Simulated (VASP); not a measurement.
# CdS (Pm-3m) in VASP: notebook, part 2 of 2

VASP 6.6.1.

**4. Single point, PBEsol**

Input file INCAR:

```
ALGO = Normal ; EDIFF = 1E-6
ENCUT = 500 ; GGA = PS
GGA_COMPAT = False ; ISIF = 2
ISMEAR = -1 ; LASPH = True
LCHARG = True ; LELF = True
LREAL = False ; LVHAR = True
LWAVE = False ; NBANDS = 16
NELM = 120 ; PREC = Accurate
SIGMA = 0.02
```

Input file KPOINTS:

```
k-points
0
Gamma
  6 6 6
```

Input file POSCAR:

```
CdS
1.0
    3.3869086123      0.0000000000      0.0000000000
    0.0000000000      3.3869086123      0.0000000000
    0.0000000000      0.0000000000      3.3869086123
Cd S
1 1
Direct
    0.0000000000      0.0000000000      0.0000000000
    0.5000000000      0.5000000000      0.5000000000
```

Potentials or basis: VASP PAW PBE potentials, release 64 (Cd, S).

Started as:

```bash
$ cat potpaw_PBE.64/Cd/POTCAR potpaw_PBE.64/S/POTCAR > POTCAR
$ mpirun -np 1 vasp_std > vasp.out
```

OUTCAR:

```text
EDIFF = 1E-6
   ENCUT = 500
   GGA = PS
   ISIF = 2
   ISMEAR = -1
   LASPH = True
   LREAL = False
   NELM = 120
   PREC = Accurate

 ion  position               nearest neighbor table
   1  0.000  0.000  0.000-   2 2.93   2 2.93   2 2.93   2 2.93   2 2.93   2 2.93   2 2.93   2 2.93

   2  0.500  0.500  0.500-   1 2.93   1 2.93   1 2.93   1 2.93   1 2.93   1 2.93   1 2.93   1 2.93

  LATTYP: Found a simple cubic cell.
 ALAT       =     3.3869086123

  Lattice vectors:

 A1 = (   3.3869086123,   0.0000000000,   0.0000000000)
 A2 = (   0.0000000000,   3.3869086123,   0.0000000000)
 A3 = (   0.0000000000,   0.0000000000,   3.3869086123)

Analysis of symmetry for initial positions (statically):
=====================================================================
 Subroutine PRICEL returns:
 Original cell was already a primitive cell.

 Routine SETGRP: Setting up the symmetry group for a
 simple cubic supercell.

 Subroutine GETGRP returns: Found 48 space group operations
 (whereof 48 operations were pure point group operations)
[... 156 lines left out ...]

  energy without entropy =       -5.63367210  energy(sigma->0) =       -5.63552933

 E-fermi :   4.0222     XC(G=0): -10.9903

 val. band max:        4.0221592350   @ k =   0.5000   0.5000   0.0000
 cond. band min:       4.1190131805   @ k =   0.5000   0.5000   0.3333
 fundamental gap:      0.0968539455
 Fermi energy:         4.0222271850

 k-point     1 :       0.0000    0.0000    0.0000
  band No.  band energies     occupation
      1      -9.5270      2.00000
      2      -4.8757      2.00000
      3      -4.8757      2.00000
      4      -4.2676      2.00000
      5      -4.2676      2.00000
      6      -4.2676      2.00000
[... 357 lines left out ...]
      3      -5.0113      2.00000
      4      -5.0113      2.00000
      5      -4.0536      2.00000
      6      -4.0536      2.00000
[... 8 lines left out ...]
     15      21.2380      0.00000
     16      21.2380      0.00000

------------------------ aborting loop because EDIFF is reached ----------------------------------------

  FORCE on cell =-STRESS in cart. coord.  units (eV):
  Direction    XX          YY          ZZ          XY          YZ          ZX
  --------------------------------------------------------------------------------------
  -------------------------------------------------------------------------------------
  Total       -0.5279805     -0.5279805     -0.5279805      0.0000000      0.0000000     -0.0000000
  in kB      -21.7729866    -21.7729866    -21.7729866      0.0000000      0.0000000     -0.0000000
  external PRESSURE =     -21.7729866 kB  Pullay stress =       0.0000000 kB

 VOLUME and BASIS-vectors are now :
 -----------------------------------------------------------------------------
  energy-cutoff  :      500.00
  volume of cell :       38.85
      direct lattice vectors                 reciprocal lattice vectors
     3.386908612  0.000000000  0.000000000     0.295254497  0.000000000  0.000000000
     0.000000000  3.386908612  0.000000000     0.000000000  0.295254497  0.000000000
     0.000000000  0.000000000  3.386908612     0.000000000  0.000000000  0.295254497

 POSITION                                       TOTAL-FORCE (eV/Angst)
 -----------------------------------------------------------------------------------
      0.00000      0.00000      0.00000         0.000000      0.000000      0.000000
      1.69345      1.69345      1.69345         0.000000      0.000000      0.000000
 -----------------------------------------------------------------------------------
    total drift:                               -0.000000      0.000000      0.000000

  FREE ENERGIE OF THE ION-ELECTRON SYSTEM (eV)
  ---------------------------------------------------
  free  energy   TOTEN  =        -5.6373865619 eV

  energy  without entropy=       -5.6336720990  energy(sigma->0) =       -5.63552933
```

OSZICAR:

```text
N       E                     dE             d eps       ncg     rms          rms(c)
DAV:   1     0.103967691094E+03    0.10397E+03   -0.91683E+03   672   0.104E+03
DAV:   2    -0.300549042023E+01   -0.10697E+03   -0.99048E+02   776   0.251E+02
DAV:   3    -0.636391413888E+01   -0.33584E+01   -0.33492E+01   792   0.468E+01
DAV:   4    -0.637622646134E+01   -0.12312E-01   -0.12312E-01   824   0.288E+00
DAV:   5    -0.637631751034E+01   -0.91049E-04   -0.91049E-04   816   0.245E-01    0.684E+00
DAV:   6    -0.566534136678E+01    0.71098E+00   -0.12462E+00   848   0.140E+01    0.605E+00
DAV:   7    -0.564605339108E+01    0.19288E-01   -0.12476E-01   728   0.283E+00    0.323E+00
DAV:   8    -0.563750471966E+01    0.85487E-02   -0.11410E-02   776   0.119E+00    0.161E-01
DAV:   9    -0.563736775758E+01    0.13696E-03   -0.41644E-04   816   0.248E-01    0.610E-02
DAV:  10    -0.563738348959E+01   -0.15732E-04   -0.89342E-05   688   0.803E-02    0.400E-02
DAV:  11    -0.563738666816E+01   -0.31786E-05   -0.50260E-06   768   0.227E-02    0.540E-03
DAV:  12    -0.563738656188E+01    0.10628E-06   -0.13527E-07   432   0.449E-03
   1 F= -.56373866E+01 E0= -.56355293E+01  d E =-.371446E-02
```

stdout:

```text
POSCAR found type information on POSCAR CdS
 POSCAR found :  2 types and       2 ions
 scaLAPACK will be used
 -----------------------------------------------------------------------------
|                                                                             |
|                                                                             |
|     You enforced a specific xc type in the INCAR file but a different       |
|     I HOPE YOU KNOW WHAT YOU ARE DOING!                                     |
|                                                                             |
 -----------------------------------------------------------------------------

 LDA part: xc-table for (Slater+PW92), standard interpolation
 POSCAR, INCAR and KPOINTS ok, starting setup
 FFT: planning ... GRIDC
 FFT: planning ... GRID_SOFT
 FFT: planning ... GRID
 WAVECAR not read
 entering main loop
```

Run time: 10 s. Hardware: 1 thread of AMD EPYC 7R13 (Zen 3), shared host; peak memory 0.13 GiB.

What came out:

```yaml
Free_energy: -5.6374 eV
Pressure: -2.2 GPa
Band_gap_on_the_k_mesh: zero (band 9 reaches 4.01 eV, above the bottom of band 10 at 2.88 eV)
```

Levels at points of the mesh, in eV from the Fermi level:
```csv
k point,band 5,band 6,band 7,band 8,band 9,band 10,band 11,band 12,band 13,band 14
"(0.00, 0.00, 0.00)",-8.29,-8.29,-1.30,-1.30,-1.30,-1.15,6.44,6.44,11.57,11.57
"(0.50, 0.00, 0.00)",-8.57,-8.26,-6.09,-0.03,-0.03,3.12,4.37,7.08,7.08,7.11
"(0.50, 0.50, 0.00)",-8.09,-7.89,-4.62,-4.62,-1.21,0.00,7.51,7.51,8.56,11.09
"(0.50, 0.50, 0.50)",-8.08,-8.08,-2.12,-2.12,-2.12,1.52,1.52,1.52,2.63,17.22
```

Caveat: the PAW data sets were made with another functional, which shifts forces and pressure a little.

**5. The runs side by side**

```tsv
level	smearing	gap on the mesh (eV)	pressure (GPa)
PBE	methfessel-paxton 0.05 eV	none	2.0
PBE	methfessel-paxton 0.001 eV	none	2.1
PBEsol	fermi-dirac 0.02 eV	none	-2.2
```

Alike in all rows: task single point; potentials or basis VASP PAW PBE potentials, release 64 (Cd, S); no spin polarisation; cell as given; k mesh 6 × 6 × 6; cutoff (eV) 500.

Every run on the cell as given and a fine mesh finds a metal. The pressure there spans -2.2 GPa (PBEsol) to 2.1 GPa (PBE); a positive pressure means that this level wants a larger cell, a negative one a smaller.

Caveats: the PAW data sets were made with another functional, which shifts forces and pressure a little (some runs).

Total energies depend on the potentials used, so only differences within one code and one set of settings carry meaning.
